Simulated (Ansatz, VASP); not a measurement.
**SnTe: VASP beside Ansatz**

```
Sn Te
1.0
     0.00000    3.14594    3.14594
     3.14594    0.00000    3.14594
     3.14594    3.14594    0.00000
Sn Te
1 1
Direct
  0.00000 0.00000 0.00000
  0.50000 0.50000 0.50000
```

Change from the starting cell: volume scaled by 0.99.

Alike in both runs: task single point; functional PBE; k mesh 11 × 11 × 11; occupations fermi-dirac, width 0.08 eV; no spin polarisation.

|  | VASP | Ansatz |
| --- | --- | --- |
| version | VASP 6.6.1 | Ansatz 0.2.0 |
| potentials or method | VASP PAW PBE potentials, release 64 (Sn_d, Te), cutoff 520 eV | all-electron LAPW, scalar-relativistic |

```csv
,VASP,Ansatz,Ansatz less VASP
pressure (GPa),2.5,2.5,+0.07
```

Ansatz ran all-electron here, and VASP with PAW potentials.

Spin-orbit coupling is off throughout.
